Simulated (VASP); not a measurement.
Input of a VASP 6.6.1 run:

File INCAR:

```
SYSTEM = AlN
PREC = Accurate
ENCUT = 520
EDIFF = 1E-6
ISMEAR = 0
SIGMA = 0.01
LREAL = .False.
LASPH = .True.
NELM = 80
ALGO = Normal
ISIF = 2
LWAVE = .False.
LCHARG = .False.
GGA = PS
NBANDS = 11
```

Contents of KPOINTS:

```
regular mesh
0
Gamma
  8 8 8
  0 0 0
```

POSCAR

```
AlN
1.0
    0.0000000000      2.1887823195      2.1887823195
    2.1887823195      0.0000000000      2.1887823195
    2.1887823195      2.1887823195      0.0000000000
Al N
1 1
Direct
    0.0000000000      0.0000000000      0.0000000000
    0.7500000000      0.7500000000      0.7500000000
```

Potentials or basis: VASP PAW PBE potentials, release 64 (Al, N).

Launch:

```bash
$ cat potpaw_PBE.64/Al/POTCAR potpaw_PBE.64/N/POTCAR > POTCAR
$ mpirun -np 1 vasp_std > vasp.out
```

(1) Predict the pressure.

(2) What does it give for the band gap on the k mesh?

## Answers

(1) 0.0 GPa.

(2) 3.18 eV, indirect (least direct gap 4.07 eV).

Caveat: the PAW data sets were made with another functional, which shifts forces and pressure a little.
